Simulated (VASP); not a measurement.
# HC12 in VASP: notebook

Runs on HC12. Level: PBE. Tasks: single point.

All numbers are computed with VASP 6.6.1; they aren't measurements. Logs are shortened: lines on timing, memory, paths and dates and some standing lists are left out, and cuts for length are marked.

### Step 1. The cell of the first run

The cell holds a slab with vacuum, 26 atoms: a = 5.051 Å, b = 5.051 Å, c = 22.375 Å, α = 90.00°, β = 90.00°, γ = 90.00°.

### Step 2. Single point, PBE

INCAR

```
ALGO     = Normal         # electronic algorithm
DIPOL    = 0.5 0.5 0.298
EDIFF    = 1E-6           # SCF threshold, eV
ENCUT    = 520            # plane-wave cutoff, eV
GGA      = PE             # functional
IDIPOL   = 3            
ISIF     = 2              # what is computed and relaxed
ISMEAR   = 0              # smearing method
LASPH    = True           # aspherical terms in the spheres
LCHARG   = False          # write CHGCAR
LDIPOL   = True         
LREAL    = Auto         
LWAVE    = False          # write WAVECAR
NBANDS   = 68             # bands
NELM     = 100            # most SCF steps
PREC     = Accurate       # precision mode
SIGMA    = 0.05           # smearing width, eV
```

KPOINTS

```
k-points
0
Gamma
  5 5 1
```

POSCAR

```
HC12
1.0
    5.0509324483      0.0000000000      0.0000000000
    0.0000000000      5.0509324483      0.0000000000
    0.0000000000      0.0000000000     22.3754933530
C H
24 2
Direct
    0.0000000000      0.2500000000      0.1787670080
    0.0000000000      0.7500000000      0.1787670080
    0.5000000000      0.2500000000      0.1787670080
    0.5000000000      0.7500000000      0.1787670080
    0.0000000000      0.0000000000      0.2186716990
    0.0000000000      0.5000000000      0.2186716990
    0.5000000000      0.0000000000      0.2186716990
    0.5000000000      0.5000000000      0.2186716990
    0.2500000000      0.0000000000      0.2585763899
    0.2500000000      0.5000000000      0.2585763899
    0.7500000000      0.0000000000      0.2585763899
    0.7500000000      0.5000000000      0.2585763899
    0.2500000000      0.2500000000      0.2976014419
    0.2500000000      0.7500000000      0.2976014419
    0.7500000000      0.2500000000      0.2976014419
    0.7500000000      0.7500000000      0.2976014419
    0.0000000000      0.2500000000      0.3394883053
    0.0000000000      0.7500000000      0.3394883053
    0.5000000000      0.2500000000      0.3394883053
    0.5000000000      0.7500000000      0.3394883053
    0.0000000000      0.0000000000      0.3743154719
    0.0000000000      0.5000000000      0.3743154719
    0.5000000000      0.0000000000      0.3743154719
    0.5000000000      0.5000000000      0.3743154719
    0.9356554451      0.3750000000      0.5352057791
    1.0643445549      0.3750000000      0.5352057791
```

Potentials or basis: VASP PAW PBE potentials, release 64 (C, H).

Launch:

```bash
$ cat potpaw_PBE.64/C/POTCAR potpaw_PBE.64/H/POTCAR > POTCAR
$ mpirun -np 1 vasp_std > vasp.out
```

OUTCAR:

```text
EDIFF = 1E-6
   ENCUT = 520
   GGA = PE
   ISIF = 2
   ISMEAR = 0
   LASPH = True
   LREAL = Auto
   NELM = 100
   PREC = Accurate

 ion  position               nearest neighbor table
   1  0.000  0.250  0.179-   5 1.55   6 1.55
   2  0.000  0.750  0.179-   5 1.55   6 1.55
   3  0.500  0.250  0.179-   7 1.55   8 1.55
   4  0.500  0.750  0.179-   7 1.55   8 1.55
   5  0.000  0.000  0.219-   9 1.55  11 1.55   1 1.55   2 1.55
   6  0.000  0.500  0.219-  10 1.55  12 1.55   1 1.55   2 1.55
   7  0.500  0.000  0.219-   9 1.55  11 1.55   3 1.55   4 1.55
   8  0.500  0.500  0.219-  10 1.55  12 1.55   3 1.55   4 1.55
   9  0.250  0.000  0.259-  13 1.54  14 1.54   5 1.55   7 1.55
  10  0.250  0.500  0.259-  13 1.54  14 1.54   6 1.55   8 1.55
[... 8 lines left out ...]
  19  0.500  0.250  0.339-  23 1.48  24 1.48  13 1.57  15 1.57
  20  0.500  0.750  0.339-  23 1.48  24 1.48  14 1.57  16 1.57
  21  0.000  0.000  0.374-  17 1.48  18 1.48
  22  0.000  0.500  0.374-  17 1.48  18 1.48
  23  0.500  0.000  0.374-  19 1.48  20 1.48
  24  0.500  0.500  0.374-  19 1.48  20 1.48
  25  0.936  0.375  0.535-  26 0.65
  26  0.064  0.375  0.535-  25 0.65

  LATTYP: Found a simple tetragonal cell.
 ALAT       =     5.0509324483
 C/A-ratio  =     4.4299727985

  Lattice vectors:

 A1 = (   5.0509324483,   0.0000000000,   0.0000000000)
 A2 = (   0.0000000000,   5.0509324483,   0.0000000000)
 A3 = (   0.0000000000,   0.0000000000,  22.3754933530)

Analysis of symmetry for initial positions (statically):
=====================================================================
 Subroutine PRICEL returns:
 Original cell was already a primitive cell.

 Routine SETGRP: Setting up the symmetry group for a
 simple tetragonal supercell.

 Subroutine GETGRP returns: Found  2 space group operations
 (whereof  2 operations were pure point group operations)
 out of a pool of 16 trial point group operations.

The static configuration has the point symmetry C_1h.

Analysis of symmetry for dynamics (positions and initial velocities):
=====================================================================
 Subroutine PRICEL returns:
 Original cell was already a primitive cell.

 Routine SETGRP: Setting up the symmetry group for a
 simple tetragonal supercell.

 Subroutine GETGRP returns: Found  2 space group operations
 (whereof  2 operations were pure point group operations)
 out of a pool of 16 trial point group operations.

The dynamic configuration has the point symmetry C_1h.

 Subroutine INISYM returns: Found  2 space group operations
 (whereof  2 operations are pure point group operations),
 and found     1 'primitive' translations

----------------------------------------------------------------------------------------

                                     Primitive cell

  volume of cell :     570.8418

  direct lattice vectors                    reciprocal lattice vectors
     5.050932448  0.000000000  0.000000000     0.197983246  0.000000000  0.000000000
     0.000000000  5.050932448  0.000000000     0.000000000  0.197983246  0.000000000
     0.000000000  0.000000000 22.375493353     0.000000000  0.000000000  0.044691752

  length of vectors
     5.050932448  5.050932448 22.375493353     0.197983246  0.197983246  0.044691752

  position of ions in fractional coordinates (direct lattice)
     0.000000000  0.250000000  0.178767008
     0.000000000  0.750000000  0.178767008
     0.500000000  0.250000000  0.178767008
     0.500000000  0.750000000  0.178767008
     0.000000000  0.000000000  0.218671699
     0.000000000  0.500000000  0.218671699
[... 18 lines left out ...]
     0.935655445  0.375000000  0.535205779
     0.064344555  0.375000000  0.535205779

  ion indices of the primitive-cell ions
   primitive index   ion index
                 1           1
                 2           2
                 3           3
                 4           4
                 5           5
                 6           6
[... 18 lines left out ...]
                25          25
                26          26

----------------------------------------------------------------------------------------

 KPOINTS: k-points

Automatic generation of k-mesh.
 Grid dimensions read from file:
 generate k-points for:    5    5    1

 Generating k-lattice:

  Cartesian coordinates                     Fractional coordinates (reciprocal lattice)
     0.039596649  0.000000000  0.000000000     0.200000000  0.000000000  0.000000000
     0.000000000  0.039596649  0.000000000     0.000000000  0.200000000  0.000000000
     0.000000000  0.000000000  0.044691752     0.000000000  0.000000000  1.000000000

  Length of vectors
     0.039596649  0.039596649  0.044691752

  Shift w.r.t. Gamma in fractional coordinates (k-lattice)
     0.000000000  0.000000000  0.000000000

 Subroutine IBZKPT returns following result:
 ===========================================

 Found      9 irreducible k-points:

 Following reciprocal coordinates:
            Coordinates               Weight
  0.000000  0.000000  0.000000      1.000000
  0.200000  0.000000  0.000000      2.000000
  0.000000  0.200000  0.000000      2.000000
  0.400000  0.000000  0.000000      2.000000
  0.000000  0.400000  0.000000      2.000000
  0.200000  0.200000  0.000000      4.000000
  0.400000  0.200000  0.000000      4.000000
 -0.200000  0.400000  0.000000      4.000000
  0.400000  0.400000  0.000000      4.000000
   k-points           NKPTS =      9   k-points in BZ     NKDIM =      9   number of bands    NBANDS=     68
   number of dos      NEDOS =    301   number of ions     NIONS =     26
   total plane-waves  NPLWV = 268800
   dimension x,y,z NGX =    40 NGY =   40 NGZ =  168
   dimension x,y,z NGXF=    80 NGYF=   80 NGZF=  336
   ions per type =              24   2
   NGX,Y,Z   is equivalent  to a cutoff of  13.17, 13.17, 12.48 a.u.
   NGXF,Y,Z  is equivalent  to a cutoff of  26.33, 26.33, 24.96 a.u.
 SYSTEM =  unknown system
   PREC   = accura    normal or accurate (medium, high low for compatibility)
   ISTART =      0    job   : 0-new  1-cont  2-samecut
   ICHARG =      2    charge: 1-file 2-atom 10-const
   ISPIN  =      1    spin polarized calculation?
   LNONCOLLINEAR =      F non collinear calculations
   LSORBIT =      F    spin-orbit coupling
   LASPH  =      T    aspherical Exc in radial PAW
   ENCUT  =  520.0 eV  38.22 Ry    6.18 a.u.   9.39  9.39 41.60*2*pi/ulx,y,z
   NELM   =    100;   NELMIN=  2; NELMDL= -5     # of ELM steps
   EDIFF  = 0.1E-05   stopping-criterion for ELM
   LREAL  =      T    real-space projection
   EDIFFG = 0.1E-04   stopping-criterion for IOM
   NSW    =      0    number of steps for IOM
[... 5 lines left out ...]
   TEBEG  =    0.0;   TEEND  =   0.0 temperature during run
   PSTRESS=    0.0 pullay stress
   NELECT =      98.0000    total number of electrons
   NUPDOWN=      -1.0000    fix difference up-down
   EMIN   =  10.00;   EMAX   =-10.00  energy-range for DOS
   EFERMI =   0.00;   METHOD = LEGACY
   ISMEAR =     0;   SIGMA  =   0.05  broadening in eV -4-tet -1-fermi 0-gaus
   EFERMI_NEDOS =   21; number of points for ismear=-14 and -15
   IALGO  =     38    algorithm
   IMIX   =      4    mixing-type and parameters
     AMIX     =   0.40;   BMIX     =  1.00
     AMIX_MAG =   1.60;   BMIX_MAG =  1.00
  volume/ion in A,a.u.               =      21.96       148.16
  Fermi-wavevector in a.u.,A,eV,Ry     =   0.909868  1.719401 11.263710  0.827859
  Thomas-Fermi vector in A             =   2.033963
   LORBIT       =      0    0 simple, 1 ext, 2 COOP (PROOUT), +10 PAW based schemes
   GGA     = PE    functional components
   LHFCALC =     F    Hartree Fock is set to
   AEXX    =    0.0000 exact exchange contribution
   IVDW    =     0    specifies the selected vdW correction
   LEPSILON=     F    determine dielectric tensor
   LRPA    =     F    only Hartree local field effects (RPA)
 non-spin polarized calculation
 Gauss-broadening in eV      SIGMA  =   0.05
  energy-cutoff  :      520.00
  volume of cell :      570.84
 maximum number of plane-waves:     15407
 NGX is ok and might be reduce to    40
   NGX = 19   NGY = 19   NGZ = 83

 dipolmoment           0.000000      0.000000      0.129959 electrons x Angstroem

 number of electron      98.0000008 magnetization

 dipolmoment           0.000000      0.000000     -0.034821 electrons x Angstroem

 Free energy of the ion-electron system (eV)
  ---------------------------------------------------
  ext. energy  EPLUGINS =         0.00000000
  ---------------------------------------------------
  free energy    TOTEN  =      -197.67061600 eV

  energy without entropy =     -197.65348753  energy(sigma->0) =     -197.66205177

 E-fermi :  -3.2142     XC(G=0):  -4.4699

 val. band max:       -3.2252055660   @ k =   0.0000   0.2000   0.0000
 cond. band min:      -3.1897744103   @ k =   0.2000   0.0000   0.0000
 fundamental gap:      0.0354311557
 Fermi energy:        -3.2142424030

 k-point     1 :       0.0000    0.0000    0.0000
  band No.  band energies     occupation
      1     -23.9019      2.00000
      2     -21.2479      2.00000
      3     -19.7452      2.00000
      4     -19.6707      2.00000
      5     -19.6244      2.00000
      6     -19.4548      2.00000
[... 53 lines left out ...]
     60       3.0566      0.00000
     61       3.7580      0.00000

 k-point     2 :       0.2000    0.0000    0.0000
  band No.  band energies     occupation
      1     -23.7206      2.00000
      2     -21.0789      2.00000
      3     -21.0775      2.00000
      4     -19.5002      2.00000
      5     -19.4540      2.00000
      6     -18.8510      2.00000
[... 437 lines left out ...]
     60       4.1246      0.00000
     61       4.3497      0.00000

 k-point     9 :       0.4000    0.4000    0.0000
  band No.  band energies     occupation
      1     -22.4625      2.00000
      2     -21.5804      2.00000
      3     -21.5785      2.00000
      4     -20.7066      2.00000
      5     -19.9083      2.00000
      6     -19.1285      2.00000
[... 53 lines left out ...]
     60       4.3040      0.00000
     61       4.4926      0.00000
 [bands above 61 left out]

------------------------ aborting loop because EDIFF is reached ----------------------------------------

 vacuum level on the upper side and lower side of the slab       (xc-potential included)        -0.263        -0.020

  FORCE on cell =-STRESS in cart. coord.  units (eV):
  Direction    XX          YY          ZZ          XY          YZ          ZX
  --------------------------------------------------------------------------------------
  -------------------------------------------------------------------------------------
  Total      -22.3676381     -4.5273110     -6.3618766      0.0000000     -0.0045505      0.0000000
  in kB      -62.7790832    -12.7067700    -17.8558317      0.0000000     -0.0127718      0.0000000
  external PRESSURE =     -31.1138950 kB  Pullay stress =       0.0000000 kB

 VOLUME and BASIS-vectors are now :
 -----------------------------------------------------------------------------
  energy-cutoff  :      520.00
  volume of cell :      570.84
      direct lattice vectors                 reciprocal lattice vectors
     5.050932448  0.000000000  0.000000000     0.197983246  0.000000000  0.000000000
     0.000000000  5.050932448  0.000000000     0.000000000  0.197983246  0.000000000
     0.000000000  0.000000000 22.375493353     0.000000000  0.000000000  0.044691752

 POSITION                                       TOTAL-FORCE (eV/Angst)
 -----------------------------------------------------------------------------------
      0.00000      1.26273      4.00000         0.000000     -0.000068      2.224454
      0.00000      3.78820      4.00000         0.000000      0.000072      2.224721
      2.52547      1.26273      4.00000         0.000000      0.000141      2.222434
      2.52547      3.78820      4.00000         0.000000     -0.000142      2.222356
      0.00000      0.00000      4.89289         0.000000     -0.000034     -2.616853
      0.00000      2.52547      4.89289         0.000000      0.000035     -2.616523
[... 18 lines left out ...]
      4.72593      1.89410     11.97549        -4.882474     -0.000596     -0.000692
      0.32500      1.89410     11.97549         4.882474     -0.000596     -0.000692
 -----------------------------------------------------------------------------------
    total drift:                                0.000000      0.000003      0.045345

  FREE ENERGIE OF THE ION-ELECTRON SYSTEM (eV)
  ---------------------------------------------------
  free  energy   TOTEN  =      -197.6706160049 eV

  energy  without entropy=     -197.6534875300  energy(sigma->0) =     -197.66205177

 vacuum level on the upper side and lower side of the slab         3.920         4.176
```

It took 8.6 min on 1 thread of Intel Xeon 6975P-C (Granite Rapids), shared host; peak memory 0.65 GiB.

Results:

| Quantity | Value |
| --- | --- |
| Free energy | -197.6706 eV |
| Largest force | 4.882 eV/Å |
| Band gap on the k mesh | zero (bands 49 and 50 overlap by 0.07 eV) |

Forces in eV/Å, atoms in the order of the input:
```
C    0.000  0.000  2.224
C    0.000  0.000  2.225
C    0.000  0.000  2.222
C    0.000  0.000  2.222
C    0.000  0.000 -2.617
C    0.000  0.000 -2.617
C    0.000  0.000 -2.612
C    0.000  0.000 -2.612
C    0.002  0.000  0.362
C    0.003  0.000  0.362
C   -0.002  0.000  0.362
C   -0.003  0.000  0.362
C    0.007  0.000  0.007
C    0.006  0.000  0.008
C   -0.007  0.000  0.007
C   -0.006  0.000  0.008
C    0.000  0.000 -0.007
C    0.000  0.000 -0.011
C    0.000  0.001 -0.027
C    0.000 -0.001 -0.023
C    0.000 -0.001  0.037
C    0.000  0.002  0.028
C    0.000  0.001  0.043
C    0.000 -0.001  0.047
H   -4.882 -0.001 -0.001
H    4.882 -0.001 -0.001
```

### Step 3. Single point, PBE

INCAR

```
SYSTEM = HC12
ALGO = Normal ; DIPOL = 0.5 0.5 0.287
EDIFF = 1E-6 ; ENCUT = 520
GGA = PE ; IDIPOL = 3
ISIF = 2 ; ISMEAR = 0
LASPH = .TRUE. ; LCHARG = .FALSE.
LDIPOL = .TRUE. ; LREAL = Auto
LWAVE = .FALSE. ; NBANDS = 68
NELM = 100 ; PREC = Accurate
SIGMA = 0.05
```

KPOINTS

```
k-points
0
G
  5 5 1
  0 0 0
```

POSCAR, as its differences from that of step 2:

```diff
@@ -32,3 +32,3 @@
     0.5000000000      0.5000000000      0.3743154719
-    0.9356554451      0.3750000000      0.5352057791
-    1.0643445549      0.3750000000      0.5352057791
+    0.9090266986      0.3750000000      0.3944267603
+    1.0909733014      0.3750000000      0.3944267603
```

Potentials or basis: VASP PAW PBE potentials, release 64 (C, H).

Launch:

```bash
$ cat potpaw_PBE.64/C/POTCAR potpaw_PBE.64/H/POTCAR > POTCAR
$ mpirun -np 1 vasp_std > vasp.out
```

Wall time 7.3 min (1 thread of Intel Xeon 6975P-C (Granite Rapids), shared host); peak memory 0.65 GiB.

It converged, with:

```yaml
Free_energy: -194.8067 eV
Largest_force: 15.162 eV/Å
Band_gap_on_the_k_mesh: zero (bands 49 and 50 overlap by 0.21 eV)
```

Forces in eV/Å, atoms in the order of the input:
```
C     0.000   0.003   2.140
C     0.000  -0.018   2.113
C     0.000   0.063   2.230
C     0.000  -0.071   2.240
C     0.000   0.029  -2.499
C     0.000   0.012  -2.487
C     0.000  -0.056  -2.554
C     0.000  -0.010  -2.638
C     0.260   0.000   0.131
C     0.111  -0.040   0.274
C    -0.260   0.000   0.131
C    -0.111  -0.040   0.274
C    -0.345  -0.199  -0.287
C    -0.335  -0.185   0.141
C     0.345  -0.199  -0.287
C     0.335  -0.185   0.141
C     0.000  -2.668  -7.054
C     0.000   0.941  -0.019
C     0.000   0.137   0.192
C     0.000  -0.024   0.120
C     0.000   0.123   0.689
C     0.000  10.929 -10.509
C     0.000   0.032   0.079
C     0.000  -0.243   0.031
H   -11.219  -4.166   8.704
H    11.219  -4.166   8.704
```

Levels at points of the mesh, in eV from the Fermi level:
| k point | band 46 | band 47 | band 48 | band 49 | band 50 | band 51 | band 52 | band 53 |
| --- | --- | --- | --- | --- | --- | --- | --- | --- |
| (0.00, 0.00, 0.00) | -1.14 | -0.73 | -0.23 | -0.22 | -0.20 | 0.16 | 0.69 | 1.80 |

The gap in the log of VASP goes by the Fermi energy; the results here count the filled bands.